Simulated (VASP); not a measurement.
# Sn (I4_1/amd) in VASP: a series of runs

The runs below take Sn through single point, with BLYP, r2SCAN, PBEsol.

Program: VASP 6.6.1. These are calculated values, not measurements. Logs are shortened: lines on timing, memory, paths and dates and some standing lists are left out, and cuts for length are marked.

## Step 1: The cell of the first run

Symmetry: I4_1/amd, No. 141, tetragonal system. Conventional cell: a = 5.880 Å, b = 5.880 Å, c = 3.199 Å, α = 90.00°, β = 90.00°, γ = 90.00°. Within 4.0 Å of Sn (site symmetry -4m2) lie 10 Sn at 3.05 to 3.79 Å.

## Step 2: Single point, BLYP

The input, INCAR:

```
PREC = Accurate
ENCUT = 520
EDIFF = 1E-6
ISMEAR = -1
SIGMA = 0.05
LREAL = False
LASPH = True
NELM = 80
ALGO = Normal
ISIF = 2
LWAVE = False
LCHARG = False
GGA = B5
ALDAX = 1.0
AGGAX = 1.0
AGGAC = 1.0
ALDAC = 0.0
NBANDS = 21
```

The input, KPOINTS:

```
regular mesh
0
Gamma
  5 5 5
```

The input, POSCAR:

```
Sn
1.0
   -2.9401404553      2.9401404553      1.5993019889
    2.9401404553     -2.9401404553      1.5993019889
    2.9401404553      2.9401404553     -1.5993019889
Sn
2
Direct
    0.0000000000      0.0000000000      0.0000000000
    0.7500000000      0.2500000000      0.5000000000
```

Potentials or basis: VASP PAW PBE potentials, release 64 (Sn_d).

On the command line:

```sh
$ cat potpaw_PBE.64/Sn_d/POTCAR > POTCAR
$ mpirun -np 1 vasp_std > vasp.out
```

OUTCAR:

```text
PREC = Accurate
   ENCUT = 520
   EDIFF = 1E-6
   ISMEAR = -1
   LREAL = False
   LASPH = True
   NELM = 80
   ISIF = 2
   GGA = B5

 ion  position               nearest neighbor table
   1  0.000  0.000  0.000-   2 3.05   2 3.05   2 3.05   2 3.05
   2  0.750  0.250  0.500-   1 3.05   1 3.05   1 3.05   1 3.05

  LATTYP: Found a body centered tetragonal cell.
 ALAT       =     5.8802809106
 C/A-ratio  =     0.5439542815

  Lattice vectors:

 A1 = (  -2.9401404553,   2.9401404553,   1.5993019889)
 A2 = (   2.9401404553,  -2.9401404553,   1.5993019889)
 A3 = (   2.9401404553,   2.9401404553,  -1.5993019889)

Analysis of symmetry for initial positions (statically):
=====================================================================
 Subroutine PRICEL returns:
 Original cell was already a primitive cell.

 Routine SETGRP: Setting up the symmetry group for a
 body centered tetragonal supercell.

 Subroutine GETGRP returns: Found 16 space group operations
 (whereof  8 operations were pure point group operations)
 out of a pool of 16 trial point group operations.

The static configuration has the point symmetry D_2d.
 The point group associated with its full space group is D_4h.

Analysis of symmetry for dynamics (positions and initial velocities):
=====================================================================
 Subroutine PRICEL returns:
 Original cell was already a primitive cell.

 Routine SETGRP: Setting up the symmetry group for a
 body centered tetragonal supercell.

 Subroutine GETGRP returns: Found 16 space group operations
 (whereof  8 operations were pure point group operations)
 out of a pool of 16 trial point group operations.

The dynamic configuration has the point symmetry D_2d.
 The point group associated with its full space group is D_4h.

 Subroutine INISYM returns: Found 16 space group operations
 (whereof  8 operations are pure point group operations),
 and found     1 'primitive' translations

----------------------------------------------------------------------------------------

                                     Primitive cell

  volume of cell :      55.3002

  direct lattice vectors                    reciprocal lattice vectors
    -2.940140455  2.940140455  1.599301989     0.000000000  0.170059903  0.312636390
     2.940140455 -2.940140455  1.599301989     0.170059903  0.000000000  0.312636390
     2.940140455  2.940140455 -1.599301989     0.170059903  0.170059903  0.000000000

  length of vectors
     4.454954393  4.454954393  4.454954393     0.355895888  0.355895888  0.240501021

  position of ions in fractional coordinates (direct lattice)
     0.000000000  0.000000000  0.000000000
     0.750000000  0.250000000  0.500000000

  ion indices of the primitive-cell ions
   primitive index   ion index
                 1           1
                 2           2

----------------------------------------------------------------------------------------

 KPOINTS: regular mesh

Automatic generation of k-mesh.
 Grid dimensions read from file:
 generate k-points for:    5    5    5

 Generating k-lattice:

  Cartesian coordinates                     Fractional coordinates (reciprocal lattice)
     0.000000000  0.034011981  0.062527278     0.200000000  0.000000000  0.000000000
     0.034011981  0.000000000  0.062527278     0.000000000  0.200000000  0.000000000
     0.034011981  0.034011981  0.000000000     0.000000000  0.000000000  0.200000000

  Length of vectors
     0.071179178  0.071179178  0.048100204

  Shift w.r.t. Gamma in fractional coordinates (k-lattice)
     0.000000000  0.000000000  0.000000000

 Subroutine IBZKPT returns following result:
 ===========================================

 Found     18 irreducible k-points:

 Following reciprocal coordinates:
            Coordinates               Weight
  0.000000  0.000000  0.000000      1.000000
  0.200000 -0.000000  0.000000      8.000000
  0.400000 -0.000000  0.000000      8.000000
  0.200000  0.200000  0.000000      8.000000
  0.400000  0.200000  0.000000     16.000000
 -0.400000  0.200000 -0.000000     16.000000
[... 10 lines left out ...]
 -0.400000  0.400000  0.400000      4.000000
 -0.400000 -0.400000  0.400000      2.000000
   k-points           NKPTS =     18   k-points in BZ     NKDIM =     18   number of bands    NBANDS=     21
   number of dos      NEDOS =    301   number of ions     NIONS =      2
   total plane-waves  NPLWV =  46656
   dimension x,y,z NGX =    36 NGY =   36 NGZ =   36
   dimension x,y,z NGXF=    72 NGYF=   72 NGZF=   72
   ions per type =               2
   NGX,Y,Z   is equivalent  to a cutoff of  13.43, 13.43, 13.43 a.u.
   NGXF,Y,Z  is equivalent  to a cutoff of  26.87, 26.87, 26.87 a.u.
 SYSTEM =  unknown system
   PREC   = accura    normal or accurate (medium, high low for compatibility)
   ISTART =      0    job   : 0-new  1-cont  2-samecut
   ICHARG =      2    charge: 1-file 2-atom 10-const
   ISPIN  =      1    spin polarized calculation?
   LNONCOLLINEAR =      F non collinear calculations
   LSORBIT =      F    spin-orbit coupling
   LASPH  =      T    aspherical Exc in radial PAW
   ENCUT  =  520.0 eV  38.22 Ry    6.18 a.u.   8.28  8.28  8.28*2*pi/ulx,y,z
   NELM   =     80;   NELMIN=  2; NELMDL= -5     # of ELM steps
   EDIFF  = 0.1E-05   stopping-criterion for ELM
   LREAL  =      F    real-space projection
[... 7 lines left out ...]
   TEBEG  =    0.0;   TEEND  =   0.0 temperature during run
   PSTRESS=    0.0 pullay stress
   NELECT =      28.0000    total number of electrons
   NUPDOWN=      -1.0000    fix difference up-down
   EMIN   =  10.00;   EMAX   =-10.00  energy-range for DOS
   EFERMI =   0.00;   METHOD = LEGACY
   ISMEAR =    -1;   SIGMA  =   0.05  broadening in eV -4-tet -1-fermi 0-gaus
   EFERMI_NEDOS =   21; number of points for ismear=-14 and -15
   IALGO  =     38    algorithm
   IMIX   =      4    mixing-type and parameters
     AMIX     =   0.40;   BMIX     =  1.00
     AMIX_MAG =   1.60;   BMIX_MAG =  1.00
  volume/ion in A,a.u.               =      27.65       186.59
  Fermi-wavevector in a.u.,A,eV,Ry     =   1.304824  2.465760 23.164816  1.702566
  Thomas-Fermi vector in A             =   2.435734
   LORBIT       =      0    0 simple, 1 ext, 2 COOP (PROOUT), +10 PAW based schemes
   GGA     = B5    functional components
   LHFCALC =     F    Hartree Fock is set to
   AEXX    =    0.0000 exact exchange contribution
   IVDW    =     0    specifies the selected vdW correction
   LEPSILON=     F    determine dielectric tensor
   LRPA    =     F    only Hartree local field effects (RPA)
 non-spin polarized calculation
  energy-cutoff  :      520.00
  volume of cell :       55.30
 maximum number of plane-waves:      1501
 NGX is ok and might be reduce to    36
   NGX = 17   NGY = 17   NGZ = 17

 number of electron      27.9999990 magnetization

 Free energy of the ion-electron system (eV)
  ---------------------------------------------------
  ext. energy  EPLUGINS =         0.00000000
  ---------------------------------------------------
  free energy    TOTEN  =        -5.95174122 eV

  energy without entropy =       -5.93347881  energy(sigma->0) =       -5.94261001

 E-fermi :   8.1382     XC(G=0):  -9.5815

 val. band max:        8.1201283158   @ k =   0.2000  -0.0000   0.0000
 cond. band min:       8.1390187351   @ k =   0.4000   0.4000   0.0000
 fundamental gap:      0.0188904194
 Fermi energy:         8.1381622809

 k-point     1 :       0.0000    0.0000    0.0000
  band No.  band energies     occupation
      1     -13.3707      2.00000
      2     -13.3020      2.00000
      3     -13.2487      2.00000
      4     -13.2443      2.00000
      5     -13.0999      2.00000
      6     -13.0999      2.00000
[... 13 lines left out ...]
     20      18.1393      0.00000
     21      18.8274      0.00000

 k-point     2 :       0.2000   -0.0000    0.0000
  band No.  band energies     occupation
      1     -13.3477      2.00000
      2     -13.2371      2.00000
      3     -13.2201      2.00000
      4     -13.1832      2.00000
      5     -13.1391      2.00000
      6     -13.1133      2.00000
[... 13 lines left out ...]
     20      16.1654      0.00000
     21      16.7762      0.00000

 k-point     3 :       0.4000   -0.0000    0.0000
  band No.  band energies     occupation
      1     -13.3082      2.00000
      2     -13.2166      2.00000
      3     -13.2098      2.00000
      4     -13.1870      2.00000
      5     -13.1536      2.00000
      6     -13.1408      2.00000
[... 13 lines left out ...]
     20      16.3279      0.00000
     21      18.3888      0.00000

 k-point     4 :       0.2000    0.2000    0.0000
  band No.  band energies     occupation
      1     -13.3229      2.00000
      2     -13.2180      2.00000
      3     -13.1895      2.00000
      4     -13.1703      2.00000
      5     -13.1600      2.00000
      6     -13.1472      2.00000
[... 13 lines left out ...]
     20      15.9946      0.00000
     21      16.2636      0.00000

 k-point     5 :       0.4000    0.2000    0.0000
  band No.  band energies     occupation
      1     -13.2968      2.00000
      2     -13.2351      2.00000
      3     -13.2090      2.00000
      4     -13.1670      2.00000
      5     -13.1567      2.00000
      6     -13.1143      2.00000
[... 13 lines left out ...]
     20      16.8188      0.00000
     21      17.3313      0.00000
[... 238 lines left out ...]
     20      17.9943      0.00000
     21      19.5403      0.00000

 k-point    16 :      -0.2000   -0.2000    0.2000
  band No.  band energies     occupation
      1     -13.3256      2.00000
      2     -13.1977      2.00000
      3     -13.1965      2.00000
      4     -13.1965      2.00000
      5     -13.1381      2.00000
      6     -13.1381      2.00000
[... 13 lines left out ...]
     20      17.8673      0.00000
     21      17.8673      0.00000

 k-point    17 :      -0.4000    0.4000    0.4000
  band No.  band energies     occupation
      1     -13.3130      2.00000
      2     -13.3090      2.00000
      3     -13.1704      2.00000
      4     -13.1193      2.00000
      5     -13.1154      2.00000
      6     -13.0983      2.00000
[... 13 lines left out ...]
     20      20.4746      0.00000
     21      20.4996      0.00000

 k-point    18 :      -0.4000   -0.4000    0.4000
  band No.  band energies     occupation
      1     -13.2725      2.00000
      2     -13.2552      2.00000
      3     -13.1339      2.00000
      4     -13.1339      2.00000
      5     -13.1309      2.00000
      6     -13.1099      2.00000
[... 13 lines left out ...]
     20      19.3484      0.00000
     21      19.9214      0.00000

------------------------ aborting loop because EDIFF is reached ----------------------------------------

  FORCE on cell =-STRESS in cart. coord.  units (eV):
  Direction    XX          YY          ZZ          XY          YZ          ZX
  --------------------------------------------------------------------------------------
  -------------------------------------------------------------------------------------
  Total        2.8130356      2.8130356      0.7408919      0.0000000      0.0000000      0.0000000
  in kB       81.5002958     81.5002958     21.4653910      0.0000000      0.0000000      0.0000000
  external PRESSURE =      61.4886609 kB  Pullay stress =       0.0000000 kB

 VOLUME and BASIS-vectors are now :
 -----------------------------------------------------------------------------
  energy-cutoff  :      520.00
  volume of cell :       55.30
      direct lattice vectors                 reciprocal lattice vectors
    -2.940140455  2.940140455  1.599301989     0.000000000  0.170059903  0.312636390
     2.940140455 -2.940140455  1.599301989     0.170059903  0.000000000  0.312636390
     2.940140455  2.940140455 -1.599301989     0.170059903  0.170059903  0.000000000

 POSITION                                       TOTAL-FORCE (eV/Angst)
 -----------------------------------------------------------------------------------
      0.00000      0.00000      0.00000         0.000000     -0.000000      0.000000
      0.00000      2.94014      0.79965        -0.000000      0.000000     -0.000000
 -----------------------------------------------------------------------------------
    total drift:                               -0.000000      0.000000     -0.000000

  FREE ENERGIE OF THE ION-ELECTRON SYSTEM (eV)
  ---------------------------------------------------
  free  energy   TOTEN  =        -5.9517412207 eV

  energy  without entropy=       -5.9334788055  energy(sigma->0) =       -5.94261001
```

Run time: 33 s. Hardware: 1 thread of Intel Xeon Platinum 8259CL at 2.50GHz (Skylake/Cascade Lake), shared host; peak memory 0.2 GiB.

What came out:

* Free energy: -5.9517 eV
* Pressure: 6.1 GPa
* Band gap on the k mesh: zero (band 14 reaches 9.57 eV, above the bottom of band 15 at 7.14 eV)

Stress tensor (GPa, compression positive):
```
8.15 0.00 0.00
0.00 8.15 0.00
0.00 0.00 2.15
```

Caveat: the k points lie up to 0.45 Å⁻¹ apart; the PAW data sets were made with another functional, which shifts forces and pressure a little; spin-orbit coupling is left out, which moves the levels of the heavy elements.

## Step 3: Single point, r2SCAN

POSCAR is that of step 2.

The input, INCAR.step1:

```
SYSTEM = Sn
  PREC = Accurate
  ENCUT = 520
  ISMEAR = -1
  SIGMA = 0.05
  LREAL = .False.
  LASPH = .True.
  NELM = 100
  NBANDS = 21
  GGA = PE
  ALGO = Normal
  EDIFF = 1E-4
  LWAVE = .True.
  LCHARG = .False.
```

The input, INCAR.step2:

```
SYSTEM = Sn
  PREC = Accurate
  ENCUT = 520
  EDIFF = 1E-7
  ISMEAR = -1
  SIGMA = 0.05
  LREAL = .False.
  LASPH = .True.
  NELM = 100
  ALGO = Normal
  ISIF = 2
  LWAVE = .False.
  LCHARG = .False.
  METAGGA = R2SCAN
  LMIXTAU = .True.
  NBANDS = 21
  ISTART = 1
```

The input, KPOINTS:

```
regular mesh
0
Gamma
  5 5 5
  0 0 0
```

Potentials or basis: VASP PAW PBE potentials, release 64 (Sn_d).

On the command line:

```sh
$ cat potpaw_PBE.64/Sn_d/POTCAR > POTCAR
$ cp INCAR.step1 INCAR
$ mpirun -np 1 vasp_std > vasp.out
$ cp INCAR.step2 INCAR
$ mpirun -np 1 vasp_std > vasp.out
```

It took 2 min on 1 thread of Intel Xeon Platinum 8259CL at 2.50GHz (Skylake/Cascade Lake), shared host; peak memory 0.21 GiB.

It converged, with:

| Quantity | Value |
| --- | --- |
| Free energy | -49.2473 eV |
| Pressure | 0.4 GPa |
| Band gap on the k mesh | zero (band 14 reaches 9.10 eV, above the bottom of band 15 at 6.47 eV) |

Stress tensor (GPa, compression positive):
```
 2.41  0.00  0.00
 0.00  2.41  0.00
 0.00  0.00 -3.73
```

Levels at points of the mesh, in eV from the Fermi level:
```tsv
k point	band 10	band 11	band 12	band 13	band 14	band 15	band 16	band 17	band 18	band 19
(0.00, 0.00, 0.00)	-21.73	-11.44	-3.65	-2.03	-2.03	3.46	6.52	6.52	7.20	7.29
```

Caveat: the k points lie up to 0.45 Å⁻¹ apart; the PAW data sets were made with another functional, which shifts forces and pressure a little; spin-orbit coupling is left out, which moves the levels of the heavy elements.

## Step 4: Single point, PBEsol

This run uses another cell than the first one, of 20.39 Å³/atom, 0.737 times its volume.

The input, INCAR:

```
ALGO = Fast
EDIFF = 1E-6
ENCUT = 520
GGA = PS
ISIF = 2
ISMEAR = -1
LASPH = True
LCHARG = False
LREAL = False
LWAVE = False
NBANDS = 21
NELM = 60
PREC = Accurate
SIGMA = 0.05
```

The input, KPOINTS:

```
k-points
0
Gamma
  9 9 9
```

The input, POSCAR:

```
Sn
1.0
   -2.6619951271      2.6619951271      1.4386769080
    2.6619951271     -2.6619951271      1.4386769080
    2.6619951271      2.6619951271     -1.4386769080
Sn
2
Direct
    0.0000000000      0.0000000000      0.0000000000
    0.7500000000      0.2500000000      0.5000000000
```

Potentials or basis: VASP PAW PBE potentials, release 64 (Sn_d).

On the command line:

```sh
$ cat potpaw_PBE.64/Sn_d/POTCAR > POTCAR
$ mpirun -np 1 vasp_std > vasp.out
```

OUTCAR:

```text
EDIFF = 1E-6
   ENCUT = 520
   GGA = PS
   ISIF = 2
   ISMEAR = -1
   LASPH = True
   LREAL = False
   NELM = 60
   PREC = Accurate

 ion  position               nearest neighbor table
   1  0.000  0.000  0.000-   2 2.76   2 2.76   2 2.76   2 2.76   2 3.43   2 3.43   2 3.43   2 3.43

   2  0.750  0.250  0.500-   1 2.76   1 2.76   1 2.76   1 2.76   1 3.43   1 3.43   1 3.43   1 3.43

  LATTYP: Found a body centered tetragonal cell.
 ALAT       =     5.3239902542
 C/A-ratio  =     0.5404506167
[... 194 lines left out ...]
      2     -10.1534      2.00000
      3     -10.1082      2.00000
      4     -10.0659      2.00000
      5      -9.6730      2.00000
      6      -9.6730      2.00000
[... 565 lines left out ...]
     20      24.3833      0.00000
     21      25.4650      0.00000

 [... further k-points ...]
[... 5 lines left out ...]
  --------------------------------------------------------------------------------------
  -------------------------------------------------------------------------------------
  Total        7.6156458      7.6156458      7.6373096      0.0000000      0.0000000      0.0000000
  in kB      299.2123679    299.2123679    300.0635218      0.0000000      0.0000000      0.0000000
  external PRESSURE =     299.4960859 kB  Pullay stress =       0.0000000 kB

 VOLUME and BASIS-vectors are now :
 -----------------------------------------------------------------------------
  energy-cutoff  :      520.00
  volume of cell :       40.78
      direct lattice vectors                 reciprocal lattice vectors
    -2.661995127  2.661995127  1.438676908     0.000000000  0.187829044  0.347541548
     2.661995127 -2.661995127  1.438676908     0.187829044  0.000000000  0.347541548
     2.661995127  2.661995127 -1.438676908     0.187829044  0.187829044  0.000000000

 POSITION                                       TOTAL-FORCE (eV/Angst)
 -----------------------------------------------------------------------------------
      0.00000      0.00000      0.00000        -0.000000      0.000000      0.000000
      0.00000      2.66200      0.71934         0.000000     -0.000000     -0.000000
 -----------------------------------------------------------------------------------
    total drift:                                0.000000     -0.000000      0.000000

  FREE ENERGIE OF THE ION-ELECTRON SYSTEM (eV)
  ---------------------------------------------------
  free  energy   TOTEN  =        -7.5824032625 eV

  energy  without entropy=       -7.5756432707  energy(sigma->0) =       -7.57902327
```

stdout:

```text
POSCAR found type information on POSCAR Sn
 POSCAR found :  1 types and       2 ions
 scaLAPACK will be used
 -----------------------------------------------------------------------------
|                                                                             |
|                                                                             |
|     You enforced a specific xc type in the INCAR file but a different       |
|     I HOPE YOU KNOW WHAT YOU ARE DOING!                                     |
|                                                                             |
 -----------------------------------------------------------------------------

 LDA part: xc-table for (Slater+PW92), standard interpolation
 POSCAR, INCAR and KPOINTS ok, starting setup
 FFT: planning ... GRIDC
 FFT: planning ... GRID_SOFT
 FFT: planning ... GRID
 WAVECAR not read
 entering main loop
WARNING in EDDRMM: call to ZHEGV failed, returncode =   6  3     21
```

Wall time 79 s (1 thread of Intel Xeon Platinum 8259CL at 2.50GHz (Skylake/Cascade Lake), shared host); peak memory 0.19 GiB.

What came out:

```yaml
Free_energy: -7.5824 eV
Pressure: 29.9 GPa
Band_gap_on_the_k_mesh: zero (band 14 reaches 13.82 eV, above the bottom of band 15 at 7.90 eV)
```

Stress tensor (GPa, compression positive):
```
29.92  0.00  0.00
 0.00 29.92  0.00
 0.00  0.00 30.01
```

Caveat: the PAW data sets were made with another functional, which shifts forces and pressure a little; spin-orbit coupling is left out, which moves the levels of the heavy elements.

## Step 5: Overview

| level | cell | k mesh | gap on the mesh (eV) | pressure (GPa) |
| --- | --- | --- | --- | --- |
| BLYP | a = 4.455 Å, angles 97.4, 97.4, 137.9°, 2 atoms | 5 × 5 × 5 | none | 6.1 |
| r2SCAN | a = 4.455 Å, angles 97.4, 97.4, 137.9°, 2 atoms | 5 × 5 × 5 | none | 0.4 |
| PBEsol | a = 4.030 Å, angles 97.3, 97.3, 138.2°, 2 atoms | 9 × 9 × 9 | none | 29.9 |

Alike in all rows: task single point; potentials or basis VASP PAW PBE potentials, release 64 (Sn_d); no spin polarisation; cutoff (eV) 520; smearing fermi-dirac 0.05 eV.

Caveats: some runs use coarse meshes; the PAW data sets were made with another functional, which shifts forces and pressure a little; spin-orbit coupling is left out, which moves the levels of the heavy elements.

Total energies depend on the potentials used, so only differences within one code and one set of settings carry meaning.
